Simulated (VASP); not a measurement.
# InSb (I-4m2) in VASP: notebook

The runs below take InSb through single point, with PBE.

Everything below comes from runs of VASP 6.6.1. Logs are shortened: lines on timing, memory, paths and dates and some standing lists are left out, and cuts for length are marked.

**1. The cell of the first run**

The structure is tetragonal, space group I-4m2 (No. 119). Conventional cell: a = 4.214 Å, b = 4.214 Å, c = 6.478 Å, α = 90.00°, β = 90.00°, γ = 90.00°. In (site symmetry -4m2) has 4 Sb at 2.66 Å within 3.5 Å. Sb (site symmetry -4m2) has 4 In at 2.66 Å within 3.5 Å.

**2. Single point, PBE (strain -0.080 along x and y, +0.000 along z)**

Input file INCAR:

```
SYSTEM = InSb
  PREC = Accurate
  ENCUT = 520
  EDIFF = 1E-6
  ISMEAR = 0
  SIGMA = 0.15
  LREAL = .FALSE.
  LASPH = .TRUE.
  NELM = 60
  ALGO = Normal
  ISIF = 2
  LWAVE = .FALSE.
  LCHARG = .TRUE.
  GGA = PE
  LELF = .TRUE.
  LVHAR = .TRUE.
  NBANDS = 16
```

Input file KPOINTS:

```
Automatic mesh
0
G
  12 12 12
  0 0 0
```

Input file POSCAR:

```
InSb
1.0
    0.0000000000      2.9799720000      3.2391000000
    2.9799720000      0.0000000000      3.2391000000
    2.9799720000      2.9799720000      0.0000000000
In Sb
1 1
Direct
    0.0000000000      0.0000000000      0.0000000000
    0.7500000000      0.7500000000      0.7500000000
```

Potentials or basis: VASP PAW PBE potentials, release 64 (In_d, Sb).

Command:

```
$ cat potpaw_PBE.64/In_d/POTCAR potpaw_PBE.64/Sb/POTCAR > POTCAR
$ mpirun -np 1 vasp_std > vasp.out
```

OUTCAR:

```text
SYSTEM = InSb
   PREC = Accurate
   ENCUT = 520
   EDIFF = 1E-6
   ISMEAR = 0
   LREAL = .FALSE.
   LASPH = .TRUE.
   NELM = 60
   ISIF = 2
   GGA = PE

 ion  position               nearest neighbor table
   1  0.000  0.000  0.000-   2 2.66   2 2.66   2 2.66   2 2.66
   2  0.750  0.750  0.750-   1 2.66   1 2.66   1 2.66   1 2.66

  LATTYP: Found a body centered tetragonal cell.
 ALAT       =     4.2143168179
 C/A-ratio  =     1.5371886548

  Lattice vectors:

 A1 = (  -2.9799720000,   0.0000000000,   3.2391000000)
 A2 = (   2.9799720000,   0.0000000000,   3.2391000000)
 A3 = (   0.0000000000,   2.9799720000,  -3.2391000000)

Analysis of symmetry for initial positions (statically):
=====================================================================
 Subroutine PRICEL returns:
 Original cell was already a primitive cell.

 Routine SETGRP: Setting up the symmetry group for a
 body centered tetragonal supercell.

 Subroutine GETGRP returns: Found  8 space group operations
 (whereof  8 operations were pure point group operations)
 out of a pool of 16 trial point group operations.

The static configuration has the point symmetry D_2d.

Analysis of symmetry for dynamics (positions and initial velocities):
=====================================================================
 Subroutine PRICEL returns:
 Original cell was already a primitive cell.

 Routine SETGRP: Setting up the symmetry group for a
 body centered tetragonal supercell.

 Subroutine GETGRP returns: Found  8 space group operations
 (whereof  8 operations were pure point group operations)
 out of a pool of 16 trial point group operations.

The dynamic configuration has the point symmetry D_2d.

 Subroutine INISYM returns: Found  8 space group operations
 (whereof  8 operations are pure point group operations),
 and found     1 'primitive' translations

----------------------------------------------------------------------------------------

                                     Primitive cell

  volume of cell :      57.5279

  direct lattice vectors                    reciprocal lattice vectors
     0.000000000  2.979972000  3.239100000    -0.167786811  0.167786811  0.154363867
     2.979972000  0.000000000  3.239100000     0.167786811 -0.167786811  0.154363867
     2.979972000  2.979972000  0.000000000     0.167786811  0.167786811 -0.154363867

  length of vectors
     4.401363644  4.401363644  4.214316818     0.283077783  0.283077783  0.283077783

  position of ions in fractional coordinates (direct lattice)
     0.000000000  0.000000000  0.000000000
     0.750000000  0.750000000  0.750000000

  ion indices of the primitive-cell ions
   primitive index   ion index
                 1           1
                 2           2

----------------------------------------------------------------------------------------

 KPOINTS: Automatic mesh

Automatic generation of k-mesh.
 Grid dimensions read from file:
 generate k-points for:   12   12   12

 Generating k-lattice:

  Cartesian coordinates                     Fractional coordinates (reciprocal lattice)
    -0.013982234  0.013982234  0.012863656     0.083333333  0.000000000  0.000000000
     0.013982234 -0.013982234  0.012863656     0.000000000  0.083333333  0.000000000
     0.013982234  0.013982234 -0.012863656     0.000000000  0.000000000  0.083333333

  Length of vectors
     0.023589815  0.023589815  0.023589815

  Shift w.r.t. Gamma in fractional coordinates (k-lattice)
     0.000000000  0.000000000  0.000000000

 Subroutine IBZKPT returns following result:
 ===========================================

 Found    163 irreducible k-points:

 Following reciprocal coordinates:
            Coordinates               Weight
  0.000000  0.000000  0.000000      1.000000
  0.083333  0.000000  0.000000      8.000000
  0.166667  0.000000  0.000000      8.000000
  0.250000  0.000000  0.000000      8.000000
  0.333333  0.000000  0.000000      8.000000
  0.416667 -0.000000  0.000000      8.000000
[... 16 lines left out ...]
  0.500000  0.166667  0.000000      8.000000
 -0.416667  0.166667  0.000000      8.000000
 [... further k-points ...]
   k-points           NKPTS =    163   k-points in BZ     NKDIM =    163   number of bands    NBANDS=     16
   number of dos      NEDOS =    301   number of ions     NIONS =      2
   total plane-waves  NPLWV =  41472
   dimension x,y,z NGX =    36 NGY =   36 NGZ =   32
   dimension x,y,z NGXF=    72 NGYF=   72 NGZF=   64
   ions per type =               1   1
   NGX,Y,Z   is equivalent  to a cutoff of  13.60, 13.60, 12.62 a.u.
   NGXF,Y,Z  is equivalent  to a cutoff of  27.20, 27.20, 25.25 a.u.
 SYSTEM =  InSb
   PREC   = accura    normal or accurate (medium, high low for compatibility)
   ISTART =      0    job   : 0-new  1-cont  2-samecut
   ICHARG =      2    charge: 1-file 2-atom 10-const
   ISPIN  =      1    spin polarized calculation?
   LNONCOLLINEAR =      F non collinear calculations
   LSORBIT =      F    spin-orbit coupling
   LASPH  =      T    aspherical Exc in radial PAW
   ENCUT  =  520.0 eV  38.22 Ry    6.18 a.u.   8.18  8.18  7.84*2*pi/ulx,y,z
   NELM   =     60;   NELMIN=  2; NELMDL= -5     # of ELM steps
   EDIFF  = 0.1E-05   stopping-criterion for ELM
   LREAL  =      F    real-space projection
   EDIFFG = 0.1E-04   stopping-criterion for IOM
   NSW    =      0    number of steps for IOM
   IBRION =     -1    ionic relax: 0-MD 1-quasi-New 2-CG
   NFREE  =      0    steps in history (QN), initial steepest desc. (CG)
   ISIF   =      2    stress and relaxation
   ISYM   =      2    0-nonsym 1-usesym 2-fastsym
   POTIM  = 0.5000    time-step for ionic-motion
   TEBEG  =    0.0;   TEEND  =   0.0 temperature during run
   PSTRESS=    0.0 pullay stress
   NELECT =      18.0000    total number of electrons
   NUPDOWN=      -1.0000    fix difference up-down
   EMIN   =  10.00;   EMAX   =-10.00  energy-range for DOS
   EFERMI =   0.00;   METHOD = LEGACY
   ISMEAR =     0;   SIGMA  =   0.15  broadening in eV -4-tet -1-fermi 0-gaus
   EFERMI_NEDOS =   21; number of points for ismear=-14 and -15
   IALGO  =     38    algorithm
   IMIX   =      4    mixing-type and parameters
     AMIX     =   0.40;   BMIX     =  1.00
     AMIX_MAG =   1.60;   BMIX_MAG =  1.00
  volume/ion in A,a.u.               =      28.76       194.11
  Fermi-wavevector in a.u.,A,eV,Ry     =   1.111406  2.100253 16.806235  1.235223
  Thomas-Fermi vector in A             =   2.247969
   LORBIT       =      0    0 simple, 1 ext, 2 COOP (PROOUT), +10 PAW based schemes
   GGA     = PE    functional components
   LHFCALC =     F    Hartree Fock is set to
   AEXX    =    0.0000 exact exchange contribution
   IVDW    =     0    specifies the selected vdW correction
   LEPSILON=     F    determine dielectric tensor
   LRPA    =     F    only Hartree local field effects (RPA)
 non-spin polarized calculation
 Gauss-broadening in eV      SIGMA  =   0.15
  energy-cutoff  :      520.00
  volume of cell :       57.53
 maximum number of plane-waves:      1572
 NGX is ok and might be reduce to    36
   NGX = 17   NGY = 17   NGZ = 15

 number of electron      17.9999999 magnetization

 Free energy of the ion-electron system (eV)
  ---------------------------------------------------
  ext. energy  EPLUGINS =         0.00000000
  ---------------------------------------------------
  free energy    TOTEN  =        -6.33543433 eV

  energy without entropy =       -6.33541624  energy(sigma->0) =       -6.33542529

 E-fermi :   7.4900     XC(G=0):  -9.4314

 val. band max:        7.2426109509   @ k =   0.0000   0.0000   0.0000
 cond. band min:       7.7886659324   @ k =   0.5000   0.0000   0.0000
 fundamental gap:      0.5460549815
 Fermi energy:         7.4900000833

 k-point     1 :       0.0000    0.0000    0.0000
  band No.  band energies     occupation
      1      -8.0318      2.00000
      2      -8.0141      2.00000
      3      -8.0141      2.00000
      4      -7.8827      2.00000
      5      -7.8777      2.00000
      6      -4.8433      2.00000
[... 8 lines left out ...]
     15      14.8037      0.00000
     16      14.9552      0.00000

 k-point     2 :       0.0833    0.0000    0.0000
  band No.  band energies     occupation
      1      -8.0326      2.00000
      2      -8.0172      2.00000
      3      -8.0115      2.00000
      4      -7.8824      2.00000
      5      -7.8784      2.00000
      6      -4.7628      2.00000
[... 8 lines left out ...]
     15      14.2416      0.00000
     16      15.4930      0.00000

 k-point     3 :       0.1667    0.0000    0.0000
  band No.  band energies     occupation
      1      -8.0454      2.00000
      2      -8.0150      2.00000
      3      -8.0047      2.00000
      4      -7.8812      2.00000
      5      -7.8802      2.00000
      6      -4.5261      2.00000
[... 8 lines left out ...]
     15      14.4072      0.00000
     16      14.8508      0.00000

 k-point     4 :       0.2500    0.0000    0.0000
  band No.  band energies     occupation
      1      -8.0681      2.00000
      2      -8.0068      2.00000
      3      -7.9959      2.00000
      4      -7.8820      2.00000
      5      -7.8787      2.00000
      6      -4.1509      2.00000
[... 8 lines left out ...]
     15      14.6152      0.00000
     16      14.6448      0.00000
[... 324 lines left out ...]
 k-point    22 :       0.4167    0.1667    0.0000
  band No.  band energies     occupation
      1      -8.1093      2.00000
      2      -7.9850      2.00000
      3      -7.9719      2.00000
      4      -7.8839      2.00000
      5      -7.8778      2.00000
      6      -3.3395      2.00000
[... 8 lines left out ...]
     15      15.9906      0.00000
     16      16.5408      0.00000

 k-point    23 :       0.5000    0.1667    0.0000
  band No.  band energies     occupation
      1      -8.1175      2.00000
      2      -7.9847      2.00000
      3      -7.9697      2.00000
      4      -7.8805      2.00000
      5      -7.8794      2.00000
      6      -2.9232      2.00000
[... 8 lines left out ...]
     15      16.4631      0.00000
     16      16.6584      0.00000

 k-point    24 :      -0.4167    0.1667    0.0000
  band No.  band energies     occupation
      1      -8.1189      2.00000
      2      -7.9852      2.00000
      3      -7.9713      2.00000
      4      -7.8840      2.00000
      5      -7.8757      2.00000
      6      -2.8087      2.00000
[... 8 lines left out ...]
     15      15.6193      0.00000
     16      16.0515      0.00000

 [... further k-points ...]

------------------------ aborting loop because EDIFF is reached ----------------------------------------

  FORCE on cell =-STRESS in cart. coord.  units (eV):
  Direction    XX          YY          ZZ          XY          YZ          ZX
  --------------------------------------------------------------------------------------
  -------------------------------------------------------------------------------------
  Total        5.7531635      5.7531635      5.0032147      0.0000000      0.0000000      0.0000000
  in kB      160.2280614    160.2280614    139.3416681      0.0000000      0.0000000      0.0000000
  external PRESSURE =     153.2659303 kB  Pullay stress =       0.0000000 kB

 VOLUME and BASIS-vectors are now :
 -----------------------------------------------------------------------------
  energy-cutoff  :      520.00
  volume of cell :       57.53
      direct lattice vectors                 reciprocal lattice vectors
     0.000000000  2.979972000  3.239100000    -0.167786811  0.167786811  0.154363867
     2.979972000  0.000000000  3.239100000     0.167786811 -0.167786811  0.154363867
     2.979972000  2.979972000  0.000000000     0.167786811  0.167786811 -0.154363867

 POSITION                                       TOTAL-FORCE (eV/Angst)
 -----------------------------------------------------------------------------------
      0.00000      0.00000      0.00000         0.000000      0.000000      0.000000
      4.46996      4.46996      4.85865        -0.000000     -0.000000     -0.000000
 -----------------------------------------------------------------------------------
    total drift:                                0.000001      0.000001      0.000002

  FREE ENERGIE OF THE ION-ELECTRON SYSTEM (eV)
  ---------------------------------------------------
  free  energy   TOTEN  =        -6.3354343340 eV

  energy  without entropy=       -6.3354162373  energy(sigma->0) =       -6.33542529
```

Run time: 2.3 min. Hardware: 1 thread of Intel Xeon Platinum 8375C at 2.90GHz (Ice Lake), shared host; peak memory 0.31 GiB.

What came out:

* Free energy: -6.3354 eV
* Pressure: 15.3 GPa
* Band gap on the k mesh: 0.55 eV, indirect (least direct gap 0.59 eV)

Stress tensor (GPa, compression positive):
```
16.02  0.00  0.00
 0.00 16.02  0.00
 0.00  0.00 13.93
```

Caveat: the cell differs from its parent crystal (strain -0.080 along x and y, +0.000 along z); spin-orbit coupling is left out, which moves the levels of the heavy elements. A k mesh can miss the band edges.

**3. Single point, PBE (strain -0.040 along x and y, -0.080 along z)**

Input file INCAR:

```
SYSTEM = InSb
  PREC = Accurate
  ENCUT = 520
  EDIFF = 1E-7
  ISMEAR = 0
  SIGMA = 0.15
  LREAL = .False.
  LASPH = .True.
  NELM = 60
  ALGO = Normal
  ISIF = 2
  LWAVE = .False.
  LCHARG = .False.
  GGA = PE
  NBANDS = 16
```

Input file KPOINTS:

```
Automatic mesh
0
Gamma
  12 12 12
  0 0 0
```

Input file POSCAR:

```
InSb
1.0
    0.0000000000      3.1095360000      2.9799720000
    3.1095360000      0.0000000000      2.9799720000
    3.1095360000      3.1095360000      0.0000000000
In Sb
1 1
Direct
    0.0000000000      0.0000000000      0.0000000000
    0.7500000000      0.7500000000      0.7500000000
```

Potentials or basis: VASP PAW PBE potentials, release 64 (In_d, Sb).

Command:

```
$ cat potpaw_PBE.64/In_d/POTCAR potpaw_PBE.64/Sb/POTCAR > POTCAR
$ mpirun -np 1 vasp_std > vasp.out
```

Wall time 1.9 min (1 thread of Intel Xeon Platinum 8375C at 2.90GHz (Ice Lake), shared host); peak memory 0.3 GiB.

The run converged. Its results:

- Free energy: -6.3605 eV
- Pressure: 15.3 GPa
- Band gap on the k mesh: 0.56 eV, indirect (least direct gap 0.64 eV)

Stress tensor (GPa, compression positive):
```
15.10  0.00  0.00
 0.00 15.10  0.00
 0.00  0.00 15.74
```

Levels at points of the mesh, in eV from the valence-band top:
```csv
k point,band 6,band 7,band 8,band 9,band 10,band 11,band 12,band 13
"(0.00, 0.00, 0.00)",-12.06,-0.23,-0.23,0.00,0.64,2.70,2.79,2.79
"(0.50, 0.00, 0.00)",-10.22,-6.67,-1.60,-1.28,0.67,3.50,3.82,5.76
"(0.50, 0.50, 0.00)",-9.28,-6.71,-3.20,-3.20,0.68,0.78,8.99,8.99
"(0.50, 0.00, 0.50)",-9.45,-6.95,-2.96,-2.92,0.95,1.13,8.80,8.96
```

Caveat: the cell differs from its parent crystal (strain -0.040 along x and y, -0.080 along z); spin-orbit coupling is left out, which moves the levels of the heavy elements. A k mesh can miss the band edges.

**4. Single point, PBE (strain -0.080 along x and y, +0.040 along z)**

Input file INCAR:

```
SYSTEM = InSb
PREC = Accurate
ENCUT = 520
EDIFF = 1E-6
ISMEAR = 0
SIGMA = 0.15
LREAL = .FALSE.
LASPH = .TRUE.
NELM = 100
ALGO = Normal
ISIF = 2
LWAVE = .FALSE.
LCHARG = .FALSE.
GGA = PE
NBANDS = 16
```

Input file KPOINTS:

```
regular mesh
0
G
  12 12 12
  0 0 0
```

Input file POSCAR:

```
InSb
1.0
    0.0000000000      2.9799720000      3.3686640000
    2.9799720000      0.0000000000      3.3686640000
    2.9799720000      2.9799720000      0.0000000000
In Sb
1 1
Direct
    0.0000000000      0.0000000000      0.0000000000
    0.7500000000      0.7500000000      0.7500000000
```

Command:

```
$ cat potpaw_PBE.64/In_d/POTCAR potpaw_PBE.64/Sb/POTCAR > POTCAR
$ mpirun -np 1 vasp_std > vasp.out
```

It took 2 min on 1 thread of Intel Xeon Platinum 8375C at 2.90GHz (Ice Lake), shared host; peak memory 0.31 GiB.

The run converged. Its results:

* Free energy: -6.4997 eV
* Pressure: 11.4 GPa
* Band gap on the k mesh: 0.19 eV, direct

Stress tensor (GPa, compression positive):
```
12.68  0.00  0.00
 0.00 12.68  0.00
 0.00  0.00  8.98
```

Levels at points of the mesh, in eV from the valence-band top:
| k point | band 7 | band 8 | band 9 | band 10 | band 11 | band 12 |
| --- | --- | --- | --- | --- | --- | --- |
| (0.00, 0.00, 0.00) | -0.82 | 0.00 | 0.00 | 0.19 | 2.66 | 2.66 |
| (0.50, 0.00, 0.00) | -6.53 | -1.95 | -0.96 | 0.27 | 3.49 | 3.95 |
| (0.50, 0.50, 0.00) | -7.18 | -2.45 | -2.45 | 1.38 | 1.64 | 8.58 |
| (0.50, 0.00, 0.50) | -6.52 | -3.22 | -3.13 | 0.61 | 0.65 | 7.79 |

Caveat: the cell differs from its parent crystal (strain -0.080 along x and y, +0.040 along z); spin-orbit coupling is left out, which moves the levels of the heavy elements. A k mesh can miss the band edges.

**5. The runs side by side**

| cell | gap on the mesh (eV) | pressure (GPa) |
| --- | --- | --- |
| a = 4.401, b = 4.401, c = 4.214 Å, angles 61.4, 61.4, 57.2°, 2 atoms | 0.55 | 15.3 |
| a = 4.307, b = 4.307, c = 4.398 Å, angles 59.3, 59.3, 61.4°, 2 atoms | 0.56 | 15.3 |
| a = 4.498, b = 4.498, c = 4.214 Å, angles 62.1, 62.1, 55.9°, 2 atoms | 0.19 | 11.4 |

Alike in all rows: task single point; level PBE; potentials or basis VASP PAW PBE potentials, release 64 (In_d, Sb); no spin polarisation; k mesh 12 × 12 × 12; cutoff (eV) 520; smearing gaussian 0.15 eV.

Caveats: spin-orbit coupling is left out, which moves the levels of the heavy elements.

Total energies depend on the potentials used, so only differences within one code and one set of settings carry meaning.
